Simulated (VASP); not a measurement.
# Se (P3_121) in VASP: further runs, part 2 of 2

VASP 6.6.1.

**3. Relaxation of cell and atoms, r2SCAN**

This run uses another cell than the first one, of 27.26 Å³/atom.

The input, POSCAR:

```
Se
1.0
    4.3662000000      0.0000000000      0.0000000000
   -2.1831000000      3.7812401180      0.0000000000
    0.0000000000      0.0000000000      4.9536000000
Se
3
Direct
    0.2254000000      0.0000000000      0.3333333333
    0.0000000000      0.2254000000      0.6666666667
    0.7746000000      0.7746000000      0.0000000000
```

The input, INCAR.step1:

```
SYSTEM = Se
PREC = Accurate
ENCUT = 600
ISMEAR = 0
SIGMA = 0.02
LREAL = .FALSE.
LASPH = .TRUE.
NELM = 100
GGA = PE
ALGO = Normal
EDIFF = 1E-4
LWAVE = .TRUE.
LCHARG = .FALSE.
```

The input, INCAR.step2:

```
SYSTEM = Se
PREC = Accurate
ENCUT = 600
EDIFF = 1E-7
ISMEAR = 0
SIGMA = 0.02
LREAL = .FALSE.
LASPH = .TRUE.
NELM = 100
ALGO = Normal
ISIF = 3
LWAVE = .FALSE.
LCHARG = .FALSE.
METAGGA = R2SCAN
LMIXTAU = .TRUE.
IBRION = 2
NSW = 100
EDIFFG = -0.005
ISTART = 1
```

The input, KPOINTS:

```
Automatic mesh
0
G
  6 6 6
  0 0 0
```

Potentials or basis: VASP PAW PBE potentials, release 64 (Se).

Started as:

```bash
$ cat potpaw_PBE.64/Se/POTCAR > POTCAR
$ cp INCAR.step1 INCAR
$ mpirun -np 1 vasp_std > vasp.out
$ cp INCAR.step2 INCAR
$ mpirun -np 1 vasp_std > vasp.out
```

OUTCAR:

```text
SYSTEM = Se
   PREC = Accurate
   ENCUT = 600
   EDIFF = 1E-7
   ISMEAR = 0
   LREAL = .FALSE.
   LASPH = .TRUE.
   NELM = 100
   ISIF = 3
   METAGGA = R2SCAN
   IBRION = 2
   NSW = 100
   EDIFFG = -0.005
   ISTART = 1

 ion  position               nearest neighbor table
   1  0.225  0.000  0.333-   3 2.37   2 2.37
   2  0.000  0.225  0.667-   3 2.37   1 2.37
   3  0.775  0.775  0.000-   2 2.37   1 2.37

  LATTYP: Found a hexagonal cell.
 ALAT       =     4.3662000000
 C/A-ratio  =     1.1345334616

  Lattice vectors:

 A1 = (   4.3662000000,   0.0000000000,   0.0000000000)
 A2 = (  -2.1831000000,   3.7812401180,   0.0000000000)
 A3 = (   0.0000000000,   0.0000000000,   4.9536000000)

Analysis of symmetry for initial positions (statically):
=====================================================================
 Subroutine PRICEL returns:
 Original cell was already a primitive cell.

 Routine SETGRP: Setting up the symmetry group for a
 hexagonal supercell.

 Subroutine GETGRP returns: Found  6 space group operations
 (whereof  2 operations were pure point group operations)
 out of a pool of 24 trial point group operations.

The static configuration has the point symmetry C_2 .
 The point group associated with its full space group is D_3 .

Analysis of symmetry for dynamics (positions and initial velocities):
=====================================================================
 Subroutine PRICEL returns:
 Original cell was already a primitive cell.

 Routine SETGRP: Setting up the symmetry group for a
 hexagonal supercell.

 Subroutine GETGRP returns: Found  6 space group operations
 (whereof  2 operations were pure point group operations)
[... 154 lines left out ...]

  energy without entropy =      -42.91325746  energy(sigma->0) =      -42.91325746

------------------------ aborting loop because EDIFF is reached ----------------------------------------

  FORCE on cell =-STRESS in cart. coord.  units (eV):
  Direction    XX          YY          ZZ          XY          YZ          ZX
  --------------------------------------------------------------------------------------
  -------------------------------------------------------------------------------------
  Total        0.5293970      0.5293970      0.9503345     -0.0000000      0.0000000      0.0000000
  in kB       10.3713001     10.3713001     18.6177966     -0.0000000      0.0000000      0.0000000
  external PRESSURE =      13.1201323 kB  Pullay stress =       0.0000000 kB
[... 92 lines left out ...]
  FREE ENERGIE OF THE ION-ELECTRON SYSTEM (eV)
  ---------------------------------------------------
  free  energy   TOTEN  =       -42.9199593650 eV

  energy  without entropy=      -42.9199593650  energy(sigma->0) =      -42.91995937

[... ionic steps 4 to 8 ...]

--------------------------------------- Ionic step        9  -------------------------------------------

 number of electron      18.0000000 magnetization

------------------------ aborting loop because EDIFF is reached ----------------------------------------
[... 69 lines left out ...]
--------------------------------------- Ionic step       11  -------------------------------------------

 number of electron      18.0000000 magnetization

 Free energy of the ion-electron system (eV)
  ---------------------------------------------------
  ext. energy  EPLUGINS =         0.00000000
  ---------------------------------------------------
  free energy    TOTEN  =       -42.92897928 eV

  energy without entropy =      -42.92897928  energy(sigma->0) =      -42.92897928

 E-fermi :   1.9006     XC(G=0):  -8.9268

 val. band max:        1.7585534577   @ k =   0.5000   0.0000   0.5000
 cond. band min:       3.0724562811   @ k =   0.3333   0.3333   0.5000
 fundamental gap:      1.3139028234
 Fermi energy:         1.9006226661

 k-point     1 :       0.0000    0.0000    0.0000
  band No.  band energies     occupation
      1     -14.4823      2.00000
      2     -10.2773      2.00000
      3     -10.2773      2.00000
      4      -2.2252      2.00000
      5      -2.2252      2.00000
      6      -1.9028      2.00000
      7      -0.3103      2.00000
      8      -0.3103      2.00000
      9       1.3599      2.00000
     10       4.0080      0.00000
     11       4.0080      0.00000
     12       4.3367      0.00000
     13       8.2277      0.00000
[... 354 lines left out ...]
  band No.  band energies     occupation
      1     -13.7478      2.00000
      2     -12.3147      2.00000
      3      -8.8127      2.00000
      4      -3.5196      2.00000
      5      -2.7881      2.00000
      6      -1.8571      2.00000
      7      -0.1209      2.00000
      8       0.4647      2.00000
      9       1.1573      2.00000
     10       3.6374      0.00000
     11       4.3097      0.00000
     12       4.7518      0.00000
     13       8.5657      0.00000

 [... further k-points ...]

------------------------ aborting loop because EDIFF is reached ----------------------------------------

  FORCE on cell =-STRESS in cart. coord.  units (eV):
  Direction    XX          YY          ZZ          XY          YZ          ZX
  --------------------------------------------------------------------------------------
  -------------------------------------------------------------------------------------
  Total        0.0065974      0.0065974     -0.0031760     -0.0000000      0.0000000     -0.0000000
  in kB        0.1206689      0.1206689     -0.0580908     -0.0000000      0.0000000     -0.0000000
  external PRESSURE =       0.0610823 kB  Pullay stress =       0.0000000 kB
[... 18 lines left out ...]
  FREE ENERGIE OF THE ION-ELECTRON SYSTEM (eV)
  ---------------------------------------------------
  free  energy   TOTEN  =       -42.9289792847 eV

  energy  without entropy=      -42.9289792847  energy(sigma->0) =      -42.92897928

 reached required accuracy - stopping structural energy minimisation
```

OUTCAR.step1:

```text
SYSTEM = Se
   PREC = Accurate
   ENCUT = 600
   ISMEAR = 0
   LREAL = .FALSE.
   LASPH = .TRUE.
   NELM = 100
[... 611 lines left out ...]
      0.98414      0.00000      1.65120         0.430346      0.000000     -0.000000
     -0.49207      0.85229      3.30240        -0.215173      0.372691      0.000000
      1.69103      2.92895      0.00000        -0.215173     -0.372691     -0.000000
 -----------------------------------------------------------------------------------
    total drift:                                0.000000      0.000000     -0.000000

  FREE ENERGIE OF THE ION-ELECTRON SYSTEM (eV)
  ---------------------------------------------------
  free  energy   TOTEN  =       -10.4696053592 eV

  energy  without entropy=      -10.4696053592  energy(sigma->0) =      -10.46960536
```

OSZICAR.step1:

```text
N       E                     dE             d eps       ncg     rms          rms(c)
DAV:   1     0.975922733688E+02    0.97592E+02   -0.79315E+03   884   0.129E+03
DAV:   2    -0.337453373866E+01   -0.10097E+03   -0.96995E+02  1211   0.183E+02
DAV:   3    -0.104696411284E+02   -0.70951E+01   -0.70478E+01  1069   0.571E+01
DAV:   4    -0.105477820767E+02   -0.78141E-01   -0.78042E-01  1014   0.692E+00
DAV:   5    -0.105484507616E+02   -0.66868E-03   -0.66865E-03  1129   0.644E-01    0.703E+00
DAV:   6    -0.104900841878E+02    0.58367E-01   -0.38660E-02   934   0.144E+00    0.435E+00
DAV:   7    -0.104701429265E+02    0.19941E-01   -0.77617E-02   954   0.202E+00    0.200E-01
DAV:   8    -0.104694508624E+02    0.69206E-03   -0.96529E-03   914   0.708E-01    0.103E-01
DAV:   9    -0.104695640803E+02   -0.11322E-03   -0.32920E-04  1144   0.139E-01    0.327E-02
DAV:  10    -0.104696053592E+02   -0.41279E-04   -0.52644E-05   652   0.586E-02
   1 F= -.10469605E+02 E0= -.10469605E+02  d E =-.978655E-21
```

Wall time 48 min (1 thread of AMD EPYC 7R43 (Zen 3), shared host); peak memory 0.22 GiB.

Results:

| Property | Result |
| --- | --- |
| Free energy | -42.9290 eV |
| Relaxed volume | 29.20 Å³/atom |
| Relaxed cell | a = 4.502 Å, b = 4.502 Å, c = 4.991 Å, α = 90.00°, β = 90.00°, γ = 120.00° |
| Space group after relaxing (to 0.1 Å) | P3_121 (No. 152) |
| Energy gained by relaxing | 5.2 meV/atom |
| Ionic steps | 11 |
| Pressure after relaxing | 0.0 GPa |
| Largest force after relaxing | 0.005 eV/Å |
| Band gap on the k mesh | 1.31 eV (least direct gap 1.58 eV) |

Forces in eV/Å, atoms in the order of the input:
```
Se   0.005  0.000  0.000
Se  -0.002  0.004  0.000
Se  -0.002 -0.004  0.000
```

Step by step:
| step | energy change (eV) | largest force (eV/Å) | pressure (GPa) | volume (Å³) |
| --- | --- | --- | --- | --- |
| 1 | 0.0000 | 0.0555 | 1.31 | 81.78 |
| 2 | -0.0030 | 0.3004 | -0.80 | 84.45 |
| 3 | -0.0067 | 0.1525 | 0.07 | 83.29 |
| 4 | -0.0094 | 0.1074 | 0.07 | 83.77 |
| 5 | -0.0120 | 0.0093 | 0.10 | 84.76 |
| 6 | -0.0120 | 0.0036 | 0.10 | 84.89 |
| 7 | -0.0132 | 0.0053 | 0.04 | 85.41 |
| 8 | -0.0153 | 0.0309 | -0.14 | 86.99 |
| 9 | -0.0155 | 0.0410 | -0.20 | 87.64 |
| 10 | -0.0148 | 0.0936 | 0.40 | 87.51 |
| 11 | -0.0157 | 0.0047 | 0.01 | 87.60 |

Final structure:
```yaml
crystal:
  lattice:
    - [4.50185, 0.00000, 0.00000]
    - [-2.25093, 3.89872, 0.00000]
    - [0.00000, 0.00000, 4.99083]
  atoms:
    - { symbol: Se, position: [0.21727, 0.00000, 0.33333] }
    - { symbol: Se, position: [0.00000, 0.21727, 0.66667] }
    - { symbol: Se, position: [0.78273, 0.78273, 0.00000] }
```

Caveat: the PAW data sets were made with another functional, which shifts forces and pressure a little. r2SCAN opens gaps a little over a GGA but as a rule still falls short of measured ones.

**4. Relaxation of shape and atoms at fixed volume, r2SCAN (27.48 Å³/atom)**

This run uses another cell than the first one, of 27.48 Å³/atom.

The input, POSCAR:

```
Se
1.0
    4.3884192815      0.0000000000      0.0000000000
   -2.1942096407      3.8004825802      0.0000000000
    0.0000000000      0.0000000000      4.9436517786
Se
3
Direct
    0.2208956059      0.0000000000      0.3333333333
    0.0000000000      0.2208956059      0.6666666667
    0.7791043941      0.7791043941      0.0000000000
```

The input, INCAR.step1:

```
PREC     = Accurate       # precision mode
ENCUT    = 600            # plane-wave cutoff, eV
ISMEAR   = 0              # smearing method
SIGMA    = 0.02           # smearing width, eV
LREAL    = F              # projectors in reciprocal space
LASPH    = T              # aspherical terms in the spheres
NELM     = 60             # most SCF steps
GGA      = PE             # functional
ALGO     = Normal         # electronic algorithm
EDIFF    = 1E-4           # SCF threshold, eV
LWAVE    = T              # write WAVECAR
LCHARG   = F              # write CHGCAR
```

The input, INCAR.step2:

```
PREC     = Accurate       # precision mode
ENCUT    = 600            # plane-wave cutoff, eV
EDIFF    = 1E-6           # SCF threshold, eV
ISMEAR   = 0              # smearing method
SIGMA    = 0.02           # smearing width, eV
LREAL    = F              # projectors in reciprocal space
LASPH    = T              # aspherical terms in the spheres
NELM     = 60             # most SCF steps
ALGO     = Normal         # electronic algorithm
ISIF     = 4              # what is computed and relaxed
LWAVE    = F              # write WAVECAR
LCHARG   = F              # write CHGCAR
METAGGA  = R2SCAN         # meta-GGA
LMIXTAU  = T            
IBRION   = 2              # ionic algorithm
NSW      = 50             # ionic steps
EDIFFG   = -0.01          # ionic threshold
ISTART   = 1
```

The input, KPOINTS:

```
regular mesh
0
Gamma
  6 6 6
```

Started as:

```bash
$ cat potpaw_PBE.64/Se/POTCAR > POTCAR
$ cp INCAR.step1 INCAR
$ mpirun -np 1 vasp_std > vasp.out
$ cp INCAR.step2 INCAR
$ mpirun -np 1 vasp_std > vasp.out
```

Wall time 13 min (1 thread of AMD EPYC 7R43 (Zen 3), shared host); peak memory 0.21 GiB.

Results (log left out):

```yaml
Free_energy: -42.9192 eV
Energy_gained_by_relaxing: 4.1 meV/atom
Ionic_steps: 6
Pressure_after_relaxing: 0.7 GPa
Largest_force_after_relaxing: 0.006 eV/Å
Band_gap_on_the_k_mesh: 1.16 eV (least direct gap 1.37 eV)
```

Forces in eV/Å, atoms in the order of the input:
```
Se   0.006  0.000  0.000
Se  -0.003  0.005  0.000
Se  -0.003 -0.005  0.000
```

Step by step:
```csv
step,energy change (eV),largest force (eV/Å),pressure (GPa),volume (Å³)
1,0.0000,0.3316,2.17,82.45
2,-0.0111,0.0337,0.99,82.45
3,-0.0115,0.0271,0.74,82.45
4,-0.0115,0.0204,0.77,82.45
5,-0.0119,0.0111,0.74,82.45
6,-0.0122,0.0062,0.69,82.45
```

Final structure:
```yaml
crystal:
  lattice:
    - [4.35793, 0.00000, 0.00000]
    - [-2.17896, 3.77408, 0.00000]
    - [0.00000, 0.00000, 5.01307]
  atoms:
    - { symbol: Se, position: [0.22472, 0.00000, 0.33333] }
    - { symbol: Se, position: [0.00000, 0.22472, 0.66667] }
    - { symbol: Se, position: [0.77528, 0.77528, 0.00000] }
```

Levels at points of the mesh, in eV from the valence-band top:
```
           k point  band 7  band 8  band 9  band 10  band 11  band 12
(0.00, 0.00, 0.00)   -2.09   -2.09   -0.44     2.09     2.09     2.46
(0.50, 0.00, 0.00)   -2.97   -1.84   -1.05     2.16     2.59     4.35
(0.00, 0.00, 0.50)   -1.53   -1.53   -1.23     1.41     1.52     1.52
(0.50, 0.00, 0.50)   -1.91   -1.45    0.00     1.75     2.97     3.16
```

Caveat: the PAW data sets were made with another functional, which shifts forces and pressure a little.

**5. Summary**

```csv
task,cell,cutoff (eV),gap on the mesh (eV),pressure (GPa),largest force (eV/Å)
single point,"a = 4.644, b = 4.644, c = 4.978 Å, angles 90.0, 90.0, 120.0°, 3 atoms, atomic positions A",520,1.45,-0.4,0.01
relaxation of cell and atoms,"relaxed from a = 4.366, b = 4.366, c = 4.954 Å, angles 90.0, 90.0, 120.0°, 3 atoms, atomic positions B",600,1.31,0.0,-
relaxation of shape and atoms at fixed volume,"relaxed from a = 4.388, b = 4.388, c = 4.944 Å, angles 90.0, 90.0, 120.0°, 3 atoms, atomic positions C",600,1.16,0.7,0.01
```

Alike in all rows: level r2SCAN; potentials or basis VASP PAW PBE potentials, release 64 (Se); no spin polarisation; k mesh 6 × 6 × 6; smearing gaussian 0.02 eV.

Caveats: the PAW data sets were made with another functional, which shifts forces and pressure a little.

Total energies depend on the potentials used, so only differences within one code and one set of settings carry meaning.
